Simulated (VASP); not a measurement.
A run of VASP 6.6.1:

File POSCAR:

```
C
1.0
   -2.5019821499      2.5019821499      2.4291088834
    2.5019821499     -2.5019821499      2.4291088834
    2.5019821499      2.5019821499     -2.4291088834
C
8
Direct
    0.3254551632      0.0000000000      0.0000000000
    0.6745448368      0.6745448368      0.6745448368
    0.0000000000      0.3254551632      0.0000000000
    0.0000000000      0.0000000000      0.3254551632
    0.0000000000      0.6745448368      0.0000000000
    0.3254551632      0.3254551632      0.3254551632
    0.6745448368      0.0000000000      0.0000000000
    0.0000000000      0.0000000000      0.6745448368
```

Contents of INCAR.step1:

```
PREC     = Accurate       # precision mode
ENCUT    = 520            # plane-wave cutoff, eV
ISMEAR   = 0              # smearing method
SIGMA    = 0.05           # smearing width, eV
LREAL    = F              # projectors in reciprocal space
LASPH    = T              # aspherical terms in the spheres
NELM     = 60             # most SCF steps
NBANDS   = 26             # bands
GGA      = PE             # functional
ALGO     = Normal         # electronic algorithm
EDIFF    = 1E-4           # SCF threshold, eV
LWAVE    = T              # write WAVECAR
LCHARG   = F              # write CHGCAR
```

INCAR.step2

```
PREC     = Accurate       # precision mode
ENCUT    = 520            # plane-wave cutoff, eV
EDIFF    = 1E-6           # SCF threshold, eV
ISMEAR   = 0              # smearing method
SIGMA    = 0.05           # smearing width, eV
LREAL    = F              # projectors in reciprocal space
LASPH    = T              # aspherical terms in the spheres
NELM     = 60             # most SCF steps
ALGO     = Normal         # electronic algorithm
ISIF     = 2              # what is computed and relaxed
LWAVE    = F              # write WAVECAR
LCHARG   = F              # write CHGCAR
METAGGA  = R2SCAN         # meta-GGA
LMIXTAU  = T            
NBANDS   = 26             # bands
ISTART   = 1
```

The input KPOINTS:

```
regular mesh
0
Gamma
  8 8 8
```

Potentials or basis: VASP PAW PBE potentials, release 64 (C).

Run with:

```bash
$ cat potpaw_PBE.64/C/POTCAR > POTCAR
$ cp INCAR.step1 INCAR
$ mpirun -np 1 vasp_std > vasp.out
$ cp INCAR.step2 INCAR
$ mpirun -np 1 vasp_std > vasp.out
```

Hardware: 1 thread of Intel(R) Xeon(R) 6975P-C (Granite Rapids) (shared host).

Q: Estimate the wall time of this run.

A: Run time: 2.1 min on 1 thread of Intel(R) Xeon(R) 6975P-C (Granite Rapids) (shared host), peak memory 0.21 GiB. Counts: k points 59.
